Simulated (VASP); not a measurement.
# Zn in VASP: further runs, part 2 of 2

VASP 6.6.1. The steps go on from the part before.

## Step 3: Single point, LDA

This run uses another cell than the first one, of 39.09 Å³/atom, 1.664 times its volume.

The input, INCAR:

```
PREC     = Accurate       # precision mode
ENCUT    = 400            # plane-wave cutoff, eV
EDIFF    = 1E-6           # SCF threshold, eV
ISMEAR   = 0              # smearing method
SIGMA    = 0.2            # smearing width, eV
LREAL    = False          # projectors in reciprocal space
LASPH    = True           # aspherical terms in the spheres
NELM     = 120            # most SCF steps
ALGO     = Normal         # electronic algorithm
ISIF     = 2              # what is computed and relaxed
LWAVE    = False          # write WAVECAR
LCHARG   = False          # write CHGCAR
LDIPOL   = True         
IDIPOL   = 3            
DIPOL    = 0.5 0.5 0.500
GGA      = CA             # functional
NBANDS   = 25             # bands
GGA_COMPAT= False        
NELMDL   = -8
```

The input, KPOINTS:

```
regular mesh
0
Gamma
  7 7 1
```

The input, POSCAR:

```
Zn
1.0
    2.7786128662      0.0000000000      0.0000000000
    1.3893064331      2.4063493294      0.0000000000
    0.0000000000      0.0000000000     17.5374558100
Zn
3
Direct
    0.0000000000      0.0000000000      0.3706352889
    0.3333333333      0.3333333333      0.5000000000
    0.6666666667      0.6666666667      0.6293647111
```

Potentials or basis: VASP PAW LDA potentials, release 64 (Zn).

Started as:

```bash
$ cat potpaw_LDA.64/Zn/POTCAR > POTCAR
$ mpirun -np 1 vasp_std > vasp.out
```

OUTCAR:

```text
PREC = Accurate
   ENCUT = 400
   EDIFF = 1E-6
   ISMEAR = 0
   LREAL = False
   LASPH = True
   NELM = 120
   ISIF = 2
   GGA = CA
   NELMDL = -8

 ion  position               nearest neighbor table
   1  0.000  0.000  0.371-   2 2.78   2 2.78   2 2.78
   2  0.333  0.333  0.500-   3 2.78   3 2.78   1 2.78   1 2.78   1 2.78   3 2.78
   3  0.667  0.667  0.629-   2 2.78   2 2.78   2 2.78

  LATTYP: Found a hexagonal cell.
 ALAT       =     2.7786128662
 C/A-ratio  =     6.3115866278

  Lattice vectors:

 A1 = (  -1.3893064331,  -2.4063493294,   0.0000000000)
 A2 = (   2.7786128662,   0.0000000000,   0.0000000000)
 A3 = (   0.0000000000,   0.0000000000,  17.5374558100)

Analysis of symmetry for initial positions (statically):
=====================================================================
 Subroutine PRICEL returns:
 Original cell was already a primitive cell.

 Routine SETGRP: Setting up the symmetry group for a
 hexagonal supercell.

 Subroutine GETGRP returns: Found 12 space group operations
 (whereof  6 operations were pure point group operations)
 out of a pool of 24 trial point group operations.

[... 155 lines left out ...]
 cond. band min:      -1.3708240171   @ k =  -0.4286   0.1429   0.0000
 fundamental gap:      0.8070631644
 Fermi energy:        -2.0263729637

 k-point     1 :       0.0000    0.0000    0.0000
  band No.  band energies     occupation
      1     -11.3664      2.00000
      2      -9.9703      2.00000
      3      -9.9482      2.00000
      4      -9.3365      2.00000
      5      -9.3365      2.00000
      6      -9.2781      2.00000
[... 213 lines left out ...]
     24       4.2471      0.00000
     25       4.5545      0.00000

------------------------ aborting loop because EDIFF is reached ----------------------------------------

 vacuum level on the upper side and lower side of the slab       (xc-potential included)        -0.209        -0.209

  FORCE on cell =-STRESS in cart. coord.  units (eV):
  Direction    XX          YY          ZZ          XY          YZ          ZX
  --------------------------------------------------------------------------------------
  -------------------------------------------------------------------------------------
  Total       -4.9039119     -4.9039119     -0.7690888     -0.0000000      0.0000000     -0.0000000
  in kB      -67.0038777    -67.0038777    -10.5083312     -0.0000000      0.0000000     -0.0000000
  external PRESSURE =     -48.1720289 kB  Pullay stress =       0.0000000 kB

 VOLUME and BASIS-vectors are now :
 -----------------------------------------------------------------------------
  energy-cutoff  :      400.00
  volume of cell :      117.26
      direct lattice vectors                 reciprocal lattice vectors
     2.778612866  0.000000000  0.000000000     0.359891805 -0.207783631  0.000000000
     1.389306433  2.406349329  0.000000000     0.000000000  0.415567261  0.000000000
     0.000000000  0.000000000 17.537455810     0.000000000  0.000000000  0.057020814

 POSITION                                       TOTAL-FORCE (eV/Angst)
 -----------------------------------------------------------------------------------
      0.00000      0.00000      6.50000         0.000000      0.000000      0.130441
      1.38931      0.80212      8.76873         0.000000     -0.000000     -0.000000
      2.77861      1.60423     11.03746        -0.000000     -0.000000     -0.130441
 -----------------------------------------------------------------------------------
    total drift:                               -0.000000     -0.000000     -0.000000

  FREE ENERGIE OF THE ION-ELECTRON SYSTEM (eV)
  ---------------------------------------------------
  free  energy   TOTEN  =        -4.7814740232 eV

  energy  without entropy=       -4.7714362110  energy(sigma->0) =       -4.77645512

 vacuum level on the upper side and lower side of the slab         2.610         2.610
```

stdout:

```text
POSCAR found type information on POSCAR Zn
 POSCAR found :  1 types and       3 ions
 scaLAPACK will be used
 LDA part: xc-table for (Slater(with rela. corr.)+CA(PZ))
 , standard interpolation
 POSCAR, INCAR and KPOINTS ok, starting setup
 FFT: planning ... GRIDC
 FFT: planning ... GRID_SOFT
 FFT: planning ... GRID
 WAVECAR not read
 entering main loop
```

It took 12 s on 1 thread of Intel Xeon 6975P-C (Granite Rapids), shared host; peak memory 0.15 GiB.

What came out:

| Quantity | Value |
| --- | --- |
| Free energy | -4.7815 eV |
| Largest force | 0.130 eV/Å |
| Band gap on the k mesh | zero (band 18 reaches -0.47 eV, above the bottom of band 19 at -3.13 eV) |

Forces in eV/Å, atoms in the order of the input:
```
Zn   0.000  0.000  0.130
Zn   0.000  0.000  0.000
Zn   0.000  0.000 -0.130
```

Caveat: the k points lie up to 0.37 Å⁻¹ apart.

## Step 4: Single point, LDA

This run uses another cell than the first one, of 45.77 Å³/atom, 1.949 times its volume.

The input, INCAR:

```
PREC     = Accurate       # precision mode
ENCUT    = 400            # plane-wave cutoff, eV
EDIFF    = 1E-6           # SCF threshold, eV
ISMEAR   = 0              # smearing method
SIGMA    = 0.2            # smearing width, eV
LREAL    = F              # projectors in reciprocal space
LASPH    = T              # aspherical terms in the spheres
NELM     = 120            # most SCF steps
ALGO     = Normal         # electronic algorithm
ISIF     = 2              # what is computed and relaxed
LWAVE    = F              # write WAVECAR
LCHARG   = F              # write CHGCAR
LDIPOL   = T            
IDIPOL   = 3            
DIPOL    = 0.5 0.5 0.500
GGA      = CA             # functional
NBANDS   = 25             # bands
GGA_COMPAT= F            
NELMDL   = -8
```

The input, KPOINTS:

```
Automatic mesh
0
Gamma
  7 7 1
```

The input, POSCAR:

```
Zn
1.0
    2.7786128662      0.0000000000      0.0000000000
    1.3893064331      2.4063493294      0.0000000000
    0.0000000000      0.0000000000     20.5374558100
Zn
3
Direct
    0.0000000000      0.0000000000      0.3895321832
    0.3333333333      0.3333333333      0.5000000000
    0.6666666667      0.6666666667      0.6104678168
```

Started as:

```bash
$ cat potpaw_LDA.64/Zn/POTCAR > POTCAR
$ mpirun -np 1 vasp_std > vasp.out
```

Run time: 16 s. Hardware: 1 thread of Intel Xeon 6975P-C (Granite Rapids), shared host; peak memory 0.16 GiB.

The run converged. Its results:

- Free energy: -4.7815 eV
- Largest force: 0.130 eV/Å
- Band gap on the k mesh: zero (band 18 reaches -0.89 eV, above the bottom of band 19 at -3.55 eV)

Forces in eV/Å, atoms in the order of the input:
```
Zn   0.000  0.000  0.130
Zn   0.000  0.000  0.000
Zn   0.000  0.000 -0.130
```

Levels at points of the mesh, in eV from the Fermi level:
```
           k point  band 16  band 17  band 18  band 19  band 20  band 21
(0.00, 0.00, 0.00)    -6.59    -6.59    -3.90    -1.10     2.90     4.51
```

Caveat: the k points lie up to 0.37 Å⁻¹ apart.

## Step 5: The runs side by side

```csv
cell,gap on the mesh (eV),largest force (eV/Å)
"a = 2.779, b = 2.779, c = 10.537 Å, angles 90.0, 90.0, 60.0°, 3 atoms",none,0.14
"a = 2.779, b = 2.779, c = 17.537 Å, angles 90.0, 90.0, 60.0°, 3 atoms",none,0.13
"a = 2.779, b = 2.779, c = 20.537 Å, angles 90.0, 90.0, 60.0°, 3 atoms",none,0.13
```

Alike in all rows: task single point; level LDA; potentials or basis VASP PAW LDA potentials, release 64 (Zn); no spin polarisation; k mesh 7 × 7 × 1; cutoff (eV) 400; smearing gaussian 0.2 eV.

Caveats: all runs use coarse meshes.

Absolute energies hang on the potentials; compare differences alone.
